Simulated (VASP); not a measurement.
Crystal: Lu.

```
Lu
1.0
     3.50310    0.00000    0.00000
    -1.75155    3.03377    0.00000
     0.00000    0.00000    5.55090
Lu
2
Cartesian
  0.0000 2.0225 1.3877
  1.7516 1.0113 4.1632
```

- Program: VASP 6.6.1
- Task: relaxation of volume and atoms at fixed shape
- Functional: PBEsol
- Potentials or basis: VASP PAW PBE potentials, release 64 (Lu)
- Cutoff: 600 eV
- k mesh: 7 × 7 × 4
- Occupations: fermi-dirac, width 0.1 eV
- Spin: no spin polarisation

At the start: pressure -2.9 GPa; volume 29.50 Å³/atom.

**Question.** How do energy, volume and symmetry change on relaxing?

**Answer.** Over 3 steps the energy falls by 17.4 meV/atom and the volume is 27.69 Å³/atom (-6.1 %); space group P6_3/mmc (No. 194, to 0.05 Å).

The path:
| step | energy change (eV) | largest force (eV/Å) | pressure (GPa) | volume (Å³) |
| --- | --- | --- | --- | --- |
| 1 | 0.0000 | 0.0000 | -2.93 | 58.99 |
| 2 | -0.0328 | 0.0000 | 0.91 | 54.51 |
| 3 | -0.0348 | 0.0000 | -0.01 | 55.38 |

Final structure:
```xyz
2
Lattice="3.4300 0.0000 0.0000 -1.7150 2.9705 0.0000 0.0000 0.0000 5.4351" Properties=species:S:1:pos:R:3 pbc="T T T"
Lu    0.0000    1.9803    1.3588
Lu    1.7150    0.9902    4.0763
```

Caveat: the PAW data sets were made with another functional, which shifts forces and pressure a little.
